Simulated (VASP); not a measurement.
Input of a VASP 6.6.1 run:

POSCAR

```
KF
1.0
    4.4847157248      0.0000000000      0.0000000000
   -2.2423578624      3.8838777464      0.0000000000
    0.0000000000      0.0000000000      5.2716949957
K F
2 2
Direct
    0.3333333333      0.6666666667      0.2500000000
    0.6666666667      0.3333333333      0.7500000000
    0.6666666667      0.3333333333      0.2500000000
    0.3333333333      0.6666666667      0.7500000000
```

Contents of INCAR.step1:

```
SYSTEM = KF
PREC = Accurate ; ENCUT = 520
ISMEAR = 0 ; SIGMA = 0.01
LREAL = .FALSE. ; LASPH = .TRUE.
NELM = 60 ; NBANDS = 24
GGA = PE ; ALGO = Normal
EDIFF = 1E-4 ; LWAVE = .TRUE.
LCHARG = .FALSE.
```

The input INCAR.step2:

```
SYSTEM = KF
PREC = Accurate ; ENCUT = 520
EDIFF = 1E-6 ; ISMEAR = 0
SIGMA = 0.01 ; LREAL = .FALSE.
LASPH = .TRUE. ; NELM = 60
ALGO = Normal ; ISIF = 2
LWAVE = .FALSE. ; LCHARG = .TRUE.
METAGGA = R2SCAN ; LMIXTAU = .TRUE.
LELF = .TRUE. ; LVHAR = .TRUE.
NBANDS = 24 ; ISTART = 1
```

Contents of KPOINTS:

```
Automatic mesh
0
G
  6 6 6
  0 0 0
```

Potentials or basis: VASP PAW PBE potentials, release 64 (K_sv, F).

The run is started by

```console
$ cat potpaw_PBE.64/K_sv/POTCAR potpaw_PBE.64/F/POTCAR > POTCAR
$ cp INCAR.step1 INCAR
$ mpirun -np 1 vasp_std > vasp.out
$ cp INCAR.step2 INCAR
$ mpirun -np 1 vasp_std > vasp.out
```

(1) What does it give for the pressure?

(2) Estimate the band gap on the k mesh.

## Answers

(1) 0.0 GPa.

(2) 5.95 eV.

Caveat: the PAW data sets were made with another functional, which shifts forces and pressure a little.
